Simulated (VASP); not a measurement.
Input of a VASP 6.6.1 run:

Contents of INCAR:

```
SYSTEM = PbSe
ALGO = Normal
DIPOL = 0.5 0.5 0.500
EDIFF = 1E-6
ENCUT = 400
GGA = PE
GGA_COMPAT = .False.
IDIPOL = 3
ISIF = 2
ISMEAR = -1
LASPH = .True.
LCHARG = .True.
LDIPOL = .True.
LELF = .True.
LREAL = .False.
LVACPOTAV = .True.
LVHAR = .True.
LWAVE = .False.
NBANDS = 28
NELM = 120
NELMDL = -8
PREC = Accurate
SIGMA = 0.05
```

Contents of KPOINTS:

```
k-points
0
Gamma
  4 4 1
  0 0 0
```

The input POSCAR:

```
PbSe
1.0
    4.3284127397      0.0000000000      0.0000000000
    2.1642063698      3.7485153906      0.0000000000
    0.0000000000      0.0000000000     13.3012013042
Pb Se
2 2
Direct
    0.0000000000      0.0000000000      0.3007247172
    0.3333333333      0.3333333333      0.5664250943
    0.6666666667      0.6666666667      0.4335749057
    1.0000000000      1.0000000000      0.6992752828
```

Potentials or basis: VASP PAW PBE potentials, release 64 (Pb_d, Se).

The run is started by

```bash
$ cat potpaw_PBE.64/Pb_d/POTCAR potpaw_PBE.64/Se/POTCAR > POTCAR
$ mpirun -np 1 vasp_std > vasp.out
```

Estimate the band gap on the k mesh.

0.37 eV, indirect (least direct gap 0.46 eV).

Predict the largest force.

2.264 eV/Å.

Forces in eV/Å, atoms in the order of the input:
```
Pb   0.000  0.000  0.904
Pb   0.000  0.000  2.264
Se   0.000  0.000 -1.731
Se   0.000  0.000 -1.438
```

Caveat: spin-orbit coupling is left out, which moves the levels of the heavy elements.
